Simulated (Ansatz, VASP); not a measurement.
# Two plane-wave programs on LiB2

```
Li B
1.0
     2.23569    0.00000    0.00000
    -1.11784    1.93616    0.00000
     0.00000    0.00000    5.31697
Li B
1 2
Direct
  0.00000 0.00000 0.00000
  0.66667 0.33333 0.65915
  0.66667 0.33333 0.34085
```

Alike in both runs: functional PBE; k mesh 12 × 12 × 4; occupations gaussian, width 0.1 eV; no spin polarisation.

Ansatz relaxed the structure, and its values are those at the end. VASP's run is a single point on that final structure, the one shown.

```csv
,VASP,Ansatz
version,VASP 6.6.1,Ansatz 0.2.0
potentials or method,"VASP PAW PBE potentials, release 64 (Li_sv, B), cutoff 520 eV","scalar-relativistic, plane waves, PAW"
valence electrons in the cell,9,9
```

Ansatz gave:

- gap on the k mesh at the Fermi level (eV): none
- rms of the force components (eV/Å): 0.003

Problem. Which values does VASP return?

Solution. gap on the k mesh at the Fermi level (eV): none; rms of the force components (eV/Å): 0.006.

A gap of «none» marks a metal or a gap that the smearing closes.

Noted on VASP's run: the cutoff is short for stress, so the pressure is rough.
